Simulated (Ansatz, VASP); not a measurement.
W in VASP and in Ansatz

```xyz
4
Lattice="-1.5973 1.5973 -1.5973 -1.5973 -1.5973 1.5973 0.0000 6.7428 6.7428" Properties=species:S:1:pos:R:3 pbc="T T T"
W     0.0000    5.5906    5.5906
W    -1.5973    0.7987    0.7987
W     0.0000    2.3960    2.3960
W    -1.5973    3.9933    3.9933
```

Alike in both runs: task single point; functional LDA; k mesh 18 × 18 × 5; occupations gaussian, width 0.15 eV; no spin polarisation.

|  | VASP | Ansatz |
| --- | --- | --- |
| version | VASP 6.6.1 | Ansatz 0.2.0 |
| potentials or method | VASP PAW LDA potentials, release 64 (W_sv), cutoff 520 eV | scalar-relativistic, plane waves, PAW |
| valence electrons in the cell | 56 | 56 |

VASP gave:

```
gap on the k mesh at the Fermi level (eV)                     : none
pressure (GPa)                                                : -23.2
traceless stress, the component that is largest in VASP (GPa) : -3.60
rms of the force components (eV/Å)                            : 0.562
```

Q: What did Ansatz give for the same quantities?

A: gap on the k mesh at the Fermi level (eV): none; pressure (GPa): -24.5; traceless stress, the component that is largest in VASP (GPa): -3.52; rms of the force components (eV/Å): 0.544.

LDA's correlation is that of Perdew and Zunger in VASP and of Perdew and Wang (1992) in Ansatz. Atom by atom the forces differ by 0.018 eV/Å (rms over components). A gap of «none» marks a metal or a gap that the smearing closes.

Spin-orbit coupling is off throughout.
